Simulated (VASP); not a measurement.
## Li: single point with PBE+D3(BJ)

Crystal: Li.

```
CELL_PARAMETERS angstrom
6.98000 0.00000 0.00000
0.00000 6.98000 0.00000
0.00000 0.00000 6.98000
ATOMIC_POSITIONS crystal
Li 0.94519 0.96289 0.98656
Li 0.48047 0.05348 0.94341
Li 0.94768 0.44156 0.98473
Li 0.00278 0.93070 0.55398
Li 0.22497 0.19870 0.28244
Li 0.48324 0.55931 0.03494
Li 0.41338 0.96398 0.51305
Li 0.67291 0.24692 0.25271
Li 0.00984 0.52234 0.41723
Li 0.27946 0.75592 0.21592
Li 0.18446 0.29938 0.74040
Li 0.43822 0.52347 0.54782
Li 0.73417 0.76295 0.27726
Li 0.75862 0.22901 0.66713
Li 0.19921 0.70662 0.80374
Li 0.71678 0.69095 0.76943
```

```
Program                : VASP 6.6.1
Task                   : single point
Functional             : PBE
Dispersion             : D3(BJ)
Potentials or basis    : VASP PAW PBE potentials, release 64 (Li_sv)
Cutoff                 : 520 eV
k mesh                 : 3 × 3 × 3
Occupations            : fermi-dirac, width 0.1 eV
Spin                   : no spin polarisation
Dipole correction      : no
Further INCAR settings : LREAL = Auto; ALGO = Normal; EDIFF = 1e-06; NBANDS = 38
```

```
Largest force              : 0.845 eV/Å
Band gap on the k mesh     : zero (bands 24 and 25 overlap by 0.50 eV)
Dispersion energy per atom : -0.162 eV
```

Forces on the atoms (eV/Å):
```
Li   0.066  0.244  0.197
Li  -0.061 -0.172 -0.039
Li  -0.132  0.122  0.405
Li  -0.052  0.160 -0.215
Li  -0.184  0.213 -0.300
Li   0.210 -0.798 -0.181
Li   0.434 -0.042  0.331
Li   0.113 -0.031  0.118
Li  -0.052 -0.091  0.211
Li  -0.544  0.302  0.184
Li   0.223 -0.436 -0.046
Li   0.176 -0.178 -0.374
Li  -0.190  0.163 -0.016
Li  -0.142  0.130  0.057
Li  -0.017  0.196 -0.093
Li   0.150  0.217 -0.241
```

Levels at points of the mesh, in eV from the Fermi level:
```csv
k point,band 20,band 21,band 22,band 23,band 24,band 25,band 26,band 27,band 28,band 29
"(0.00, 0.00, 0.00)",-1.10,-1.09,-1.02,-1.01,0.32,0.37,0.38,0.41,0.49,0.57
```

It took 2.6 min on 1 thread of Intel(R) Xeon(R) 6975P-C (Granite Rapids) (shared host), peak memory 0.4 GiB.

Caveat: the atoms stand as in a frame of molecular dynamics.
